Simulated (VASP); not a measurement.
Write the native input for VASP 6.6.1 that does the following.

| Property | Result |
| --- | --- |
| Task | single point |
| Functional | LDA |
| Potentials or basis | VASP PAW LDA potentials, release 64 (W_sv) |
| Cutoff | 520 eV |
| k mesh | 23 × 23 × 23 |
| Occupations | fermi-dirac, width 0.1 eV |
| Spin | no spin polarisation |
| Dipole correction | no |
| Further INCAR settings | ALGO = Normal; EDIFF = 1e-06; NBANDS = 13 |

The structure of W lies in POSCAR:

```
W
1.0
   -1.5883165476      1.5883165476      1.5883165476
    1.5883165476     -1.5883165476      1.5883165476
    1.5883165476      1.5883165476     -1.5883165476
W
1
Direct
    0.0000000000      0.0000000000      0.0000000000
```

This cell differs from its parent crystal: volume scaled by 1.04.

These files were run (other wordings do the same):

INCAR

```
SYSTEM = W
ALGO = Normal
EDIFF = 1E-6
ENCUT = 520
ISIF = 2
ISMEAR = -1
LASPH = .True.
LCHARG = .True.
LELF = .True.
LREAL = .False.
LVHAR = .True.
LWAVE = .False.
NBANDS = 13
NELM = 100
PREC = Accurate
SIGMA = 0.1
```

KPOINTS

```
k-points
0
Gamma
  23 23 23
  0 0 0
```

Potentials or basis: VASP PAW LDA potentials, release 64 (W_sv).

The run is started by

```sh
$ cat potpaw_LDA.64/W_sv/POTCAR > POTCAR
$ mpirun -np 1 vasp_std > vasp.out
```

It gave:

```yaml
Pressure: -10.5 GPa
Band_gap_on_the_k_mesh: zero (band 7 reaches 15.99 eV, above the bottom of band 8 at 9.91 eV)
```

Caveat: spin-orbit coupling is left out, which moves the levels of the heavy elements.

Run time: 26 s on 1 thread of Intel(R) Xeon(R) Platinum 8488C (Sapphire Rapids), on a shared host, peak memory 0.17 GiB.
